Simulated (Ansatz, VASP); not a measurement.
One calculation of Co3O4, two programs

```
Co O
1.0
     0.00000    3.99202    3.99202
     3.99202    0.00000    3.99202
     3.99202    3.99202    0.00000
Co O
6 8
Direct
  0.62500 0.62500 0.62500
  0.12500 0.62500 0.62500
  0.62500 0.62500 0.12500
  0.62500 0.12500 0.62500
  0.00000 0.00000 0.00000
  0.25000 0.25000 0.25000
  0.38745 0.38745 0.38745
  0.41235 0.86255 0.86255
  0.38745 0.38745 0.83765
  0.86255 0.41235 0.86255
  0.83765 0.38745 0.38745
  0.86255 0.86255 0.86255
  0.38745 0.83765 0.38745
  0.86255 0.86255 0.41235
```

Alike in both runs: task single point; functional PBEsol; k mesh 8 × 8 × 8; occupations gaussian, width 0.01 eV; collinear spin.

|  | VASP | Ansatz |
| --- | --- | --- |
| version | VASP 6.6.1 | Ansatz 0.2.0 |
| potentials or method | VASP PAW PBE potentials, release 64 (Co, O), cutoff 520 eV | scalar-relativistic, plane waves, PAW |
| valence electrons in the cell | 102 | 150 |

Ansatz gave:

* gap on the k mesh at the Fermi level (eV): 0.13
* least direct gap on the mesh (eV): 0.25
* pressure (GPa): 0.0
* rms of the force components (eV/Å): 0.000
* net moment per atom (μB): 0.43
* size of the moment on the site where the two differ most (μB): 2.10

Estimate VASP's values.

gap on the k mesh at the Fermi level (eV): 0.12; least direct gap on the mesh (eV): 0.25; pressure (GPa): -0.2; rms of the force components (eV/Å): 0.012; net moment per atom (μB): 0.43; size of the moment on the site where the two differ most (μB): 2.28.

VASP's potentials were made for PBE, not for PBEsol. Site moments also hang on the region over which each program counts them. Atom by atom the forces differ by 0.012 eV/Å (rms over components). VASP's potentials hold 102 valence electrons a cell and Ansatz's 150, so a difference there can come from the potentials and not from the codes. Ansatz's warnings: saved state not lowest, stability check not made.
